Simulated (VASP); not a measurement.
# Pt (Im-3m) in VASP: a series of runs, part 4 of 4

VASP 6.6.1. The steps go on from the part before.

## (7) Single point, PBE

This run uses another cell than the first one, of 16.80 Å³/atom.

Contents of INCAR:

```
SYSTEM = Pt
PREC     = Accurate       ! precision mode
ENCUT    = 520            ! plane-wave cutoff, eV
EDIFF    = 1E-7           ! SCF threshold, eV
ISMEAR   = -1             ! smearing method
SIGMA    = 0.06122561905347299 ! smearing width, eV
LREAL    = .FALSE.        ! projectors in reciprocal space
LASPH    = .TRUE.         ! aspherical terms in the spheres
NELM     = 100            ! most SCF steps
ALGO     = Normal         ! electronic algorithm
ISIF     = 2              ! what is computed and relaxed
LWAVE    = .FALSE.        ! write WAVECAR
LCHARG   = .FALSE.        ! write CHGCAR
GGA      = PE             ! functional
NBANDS   = 11             ! bands
```

Contents of KPOINTS:

```
Automatic mesh
0
G
  48 48 48
  0 0 0
```

Contents of POSCAR:

```
Pt
1.0
   -1.6134097584      1.6134097584      1.6134097584
    1.6134097584     -1.6134097584      1.6134097584
    1.6134097584      1.6134097584     -1.6134097584
Pt
1
Direct
    0.0000000000      0.0000000000      0.0000000000
```

Potentials or basis: VASP PAW PBE potentials, release 64 (Pt).

On the command line:

```sh
$ cat potpaw_PBE.64/Pt/POTCAR > POTCAR
$ mpirun -np 1 vasp_std > vasp.out
```

OUTCAR:

```text
SYSTEM = Pt
   PREC = Accurate
   ENCUT = 520
   EDIFF = 1E-7
   ISMEAR = -1
   LREAL = .FALSE.
   LASPH = .TRUE.
   NELM = 100
   ISIF = 2
   GGA = PE

 ion  position               nearest neighbor table
   1  0.000  0.000  0.000-

  LATTYP: Found a body centered cubic cell.
 ALAT       =     3.2268195168

  Lattice vectors:

 A1 = (  -1.6134097584,   1.6134097584,   1.6134097584)
 A2 = (   1.6134097584,  -1.6134097584,   1.6134097584)
 A3 = (   1.6134097584,   1.6134097584,  -1.6134097584)

Analysis of symmetry for initial positions (statically):
=====================================================================
 Subroutine PRICEL returns:
 Original cell was already a primitive cell.

 Routine SETGRP: Setting up the symmetry group for a
 body centered cubic supercell.

 Subroutine GETGRP returns: Found 48 space group operations
 (whereof 48 operations were pure point group operations)
 out of a pool of 48 trial point group operations.

The static configuration has the point symmetry O_h .

[... 164 lines left out ...]

 k-point     1 :       0.0000    0.0000    0.0000
  band No.  band energies     occupation
      1       0.2649      2.00000
      2       5.9819      2.00000
      3       5.9819      2.00000
      4       5.9819      2.00000
      5       8.2453      2.00000
      6       8.2453      2.00000
      7      26.2392      0.00000
      8      26.2392      0.00000
      9      26.2392      0.00000
     10      35.4507      0.00000
     11      35.4906      0.00000
[... 309 lines left out ...]
 k-point    24 :       0.4792    0.0000    0.0000
  band No.  band energies     occupation
      1       3.1468      2.00000
      2       4.7009      2.00000
      3       8.0622      2.00000
      4       8.5179      1.99993
      5       9.5195      0.00466
      6      10.0406      0.00000
      7      15.0581      0.00000
      8      22.4017      0.00000
      9      24.5315      0.00000
     10      32.7679      0.00000
     11      33.0719      0.00000

 [... further k-points ...]

------------------------ aborting loop because EDIFF is reached ----------------------------------------

  FORCE on cell =-STRESS in cart. coord.  units (eV):
  Direction    XX          YY          ZZ          XY          YZ          ZX
  --------------------------------------------------------------------------------------
  -------------------------------------------------------------------------------------
  Total       -1.2975683     -1.2975683     -1.2975683     -0.0000000      0.0000000      0.0000000
  in kB     -123.7504508   -123.7504508   -123.7504508     -0.0000000      0.0000000      0.0000000
  external PRESSURE =    -123.7504508 kB  Pullay stress =       0.0000000 kB

 VOLUME and BASIS-vectors are now :
 -----------------------------------------------------------------------------
  energy-cutoff  :      520.00
  volume of cell :       16.80
      direct lattice vectors                 reciprocal lattice vectors
    -1.613409758  1.613409758  1.613409758     0.000000000  0.309902675  0.309902675
     1.613409758 -1.613409758  1.613409758     0.309902675  0.000000000  0.309902675
     1.613409758  1.613409758 -1.613409758     0.309902675  0.309902675  0.000000000

 POSITION                                       TOTAL-FORCE (eV/Angst)
 -----------------------------------------------------------------------------------
      0.00000      0.00000      0.00000         0.000000      0.000000      0.000000
 -----------------------------------------------------------------------------------
    total drift:                               -0.000000      0.000000      0.000000

  FREE ENERGIE OF THE ION-ELECTRON SYSTEM (eV)
  ---------------------------------------------------
  free  energy   TOTEN  =        -5.9685571965 eV

  energy  without entropy=       -5.9549709728  energy(sigma->0) =       -5.96176408
```

OSZICAR:

```text
N       E                     dE             d eps       ncg     rms          rms(c)
DAV:   1     0.393406080805E+02    0.39341E+02   -0.52736E+03 62206   0.834E+02
DAV:   2    -0.571484658754E+01   -0.45055E+02   -0.43073E+02 69168   0.172E+02
DAV:   3    -0.633036450680E+01   -0.61552E+00   -0.61271E+00 70964   0.192E+01
DAV:   4    -0.633287525617E+01   -0.25107E-02   -0.25106E-02 70546   0.145E+00
DAV:   5    -0.633289715695E+01   -0.21901E-04   -0.21900E-04 71989   0.127E-01    0.913E+00
DAV:   6    -0.599546427936E+01    0.33743E+00   -0.89290E-01 64947   0.717E+00    0.484E+00
DAV:   7    -0.597093055718E+01    0.24534E-01   -0.91471E-02 69897   0.226E+00    0.227E+00
DAV:   8    -0.596868235248E+01    0.22482E-02   -0.28821E-03 65864   0.449E-01    0.440E-01
DAV:   9    -0.596855554789E+01    0.12680E-03   -0.67064E-05 69318   0.712E-02    0.449E-02
DAV:  10    -0.596855739249E+01   -0.18446E-05   -0.22651E-06 71727   0.132E-02    0.555E-03
DAV:  11    -0.596855720583E+01    0.18665E-06   -0.28945E-08 54108   0.150E-03    0.387E-04
DAV:  12    -0.596855719653E+01    0.93002E-08   -0.24215E-09 39285   0.395E-04
   1 F= -.59685572E+01 E0= -.59617641E+01  d E =-.135862E-01
```

It took 12 min on 1 thread of Oxide Virtual Turin-like, shared host; peak memory 0.56 GiB.

Results:

| Item | Value |
| --- | --- |
| Free energy | -5.9686 eV |
| Pressure | -12.4 GPa |
| Band gap on the k mesh | zero (bands 5 and 6 overlap by 1.95 eV) |

Levels at points of the mesh, in eV from the Fermi level:
| k point | band 3 | band 4 | band 5 | band 6 | band 7 | band 8 |
| --- | --- | --- | --- | --- | --- | --- |
| (0.00, 0.00, 0.00) | -3.17 | -3.17 | -0.90 | -0.90 | 17.09 | 17.09 |
| (0.50, 0.00, 0.00) | -1.08 | -0.63 | 0.46 | 0.92 | 5.79 | 13.23 |
| (0.50, 0.50, 0.50) | 0.45 | 0.45 | 0.45 | 7.53 | 7.53 | 7.53 |

Caveat: the cell stands under tension; spin-orbit coupling is left out, which moves the levels of the heavy elements.

## (8) Summary

| cell | gap on the mesh (eV) | pressure (GPa) |
| --- | --- | --- |
| a = 2.704 Å, angles 109.5°, 1 atom | none | 10.1 |
| a = 2.722 Å, angles 109.5°, 1 atom | none | 4.3 |
| a = 2.741 Å, angles 109.5°, 1 atom | none | -0.7 |
| a = 2.759 Å, angles 109.5°, 1 atom | none | -5.1 |
| a = 2.777 Å, angles 109.5°, 1 atom | none | -9.0 |
| a = 2.795 Å, angles 109.5°, 1 atom | none | -12.4 |

Alike in all rows: task single point; level PBE; potentials or basis VASP PAW PBE potentials, release 64 (Pt); no spin polarisation; k mesh 48 × 48 × 48; cutoff (eV) 520; smearing fermi-dirac 0.0612256 eV.

Caveats: spin-orbit coupling is left out, which moves the levels of the heavy elements; the cell stands under tension (at least some runs); the cell stands under pressure (at least some runs).

Absolute energies hang on the potentials; compare differences alone.
